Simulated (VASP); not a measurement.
## CuI: single point with PBEsol

Crystal: CuI.

```
Cu I
1.0
     4.09475    0.00000    0.00000
    -2.04738    3.54616    0.00000
     0.00000    0.00000    7.21002
Cu I
2 2
Direct
  0.66667 0.33333 0.59264
  0.33333 0.66667 0.40736
  0.33333 0.66667 0.76450
  0.66667 0.33333 0.23550
```

| Quantity | Value |
| --- | --- |
| Program | VASP 6.6.1 |
| Task | single point |
| Functional | PBEsol |
| Potentials or basis | VASP PAW PBE potentials, release 64 (Cu, I) |
| Cutoff | 520 eV |
| k mesh | 6 × 6 × 4 |
| Occupations | gaussian, width 0.01 eV |
| Spin | no spin polarisation |

- Pressure: -0.9 GPa
- Largest force: 0.181 eV/Å
- Band gap on the k mesh: 1.55 eV, direct

Forces on the atoms (eV/Å):
```
Cu   0.000  0.000  0.001
Cu   0.000  0.000 -0.001
I    0.000  0.000 -0.181
I    0.000  0.000  0.181
```

Levels at points of the mesh, in eV from the valence-band top:
```
           k point  band 15  band 16  band 17  band 18  band 19  band 20  band 21  band 22
(0.00, 0.00, 0.00)    -0.41    -0.39     0.00     0.00     1.55     2.98     4.75     5.70
(0.50, 0.00, 0.00)    -1.35    -1.35    -1.29    -0.18     3.02     3.06     3.80     5.17
(0.00, 0.00, 0.50)    -0.32    -0.32    -0.13    -0.13     2.96     3.01     4.53     5.45
(0.50, 0.00, 0.50)    -1.42    -1.26    -1.11    -0.39     2.45     2.76     3.61     4.72
```

It took 47 s on 1 thread of AMD EPYC 7R13 Processor (Zen 3), with other jobs on the host, peak memory 0.2 GiB.

Caveat: the PAW data sets were made with another functional, which shifts forces and pressure a little; spin-orbit coupling is left out, which moves the levels of the heavy elements; this functional lacks dispersion, which binds the layers, so the pressure and a relaxed spacing across them are unreliable.
